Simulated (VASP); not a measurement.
Fe: single point with BLYP

Fe:

```
Fe
1.0
     2.49656    0.00000    0.00000
    -1.24828    2.16209    0.00000
     0.00000    0.00000    3.93125
Fe
2
Direct
  0.33333 0.66667 0.25000
  0.66667 0.33333 0.75000
```

* Program: VASP 6.6.1
* Task: single point
* Functional: BLYP
* Potentials or basis: VASP PAW PBE potentials, release 64 (Fe)
* Cutoff: 520 eV
* k mesh: 14 × 14 × 8
* Occupations: fermi-dirac, width 0.05 eV
* Spin: collinear spin, antiferromagnetic start
* Starting moments: [2.5, -2.5] μB

- Pressure: 0.1 GPa
- Band gap on the k mesh: zero (filled and empty bands overlap)
- Net moment: 0.00 μB per cell
- Valence electrons inside the program's atomic spheres: Fe 7.45

Stress tensor (GPa, compression positive):
```
0.15 0.00 0.00
0.00 0.15 0.00
0.00 0.00 0.07
```

Levels at points of the mesh, in eV from the Fermi level:
Spin up:
| k point | band 5 | band 6 | band 7 | band 8 | band 9 | band 10 | band 11 | band 12 |
| --- | --- | --- | --- | --- | --- | --- | --- | --- |
| (0.00, 0.00, 0.00) | -1.42 | -1.12 | -1.12 | -0.83 | -0.83 | 0.67 | 0.67 | 0.85 |
| (0.50, 0.00, 0.00) | -1.82 | -1.40 | -0.98 | 0.75 | 0.97 | 1.02 | 2.64 | 4.68 |
| (0.00, 0.00, 0.50) | -1.68 | -1.68 | -1.68 | -1.68 | 0.29 | 0.29 | 0.29 | 0.29 |
| (0.50, 0.00, 0.50) | -0.62 | -0.62 | 0.17 | 0.17 | 0.89 | 0.89 | 2.54 | 2.54 |
Spin down:
```tsv
k point	band 4	band 5	band 6	band 7	band 8	band 9	band 10	band 11	band 12	band 13
(0.00, 0.00, 0.00)	-1.56	-1.42	-1.12	-1.12	-0.83	-0.83	0.67	0.67	0.85	8.51
(0.50, 0.00, 0.00)	-1.87	-1.82	-1.40	-0.98	0.75	0.97	1.02	2.64	4.68	11.09
(0.00, 0.00, 0.50)	-1.91	-1.68	-1.68	-1.68	-1.68	0.29	0.29	0.29	0.29	16.99
(0.50, 0.00, 0.50)	-2.94	-0.62	-0.62	0.17	0.17	0.89	0.89	2.54	2.54	8.90
```

It took 73 s on 1 thread of Intel(R) Xeon(R) 6975P-C (Granite Rapids) (shared host), peak memory 0.19 GiB.

Caveat: the starting moments collapsed, and a magnetic state may lie lower; the PAW data sets were made with another functional, which shifts forces and pressure a little.
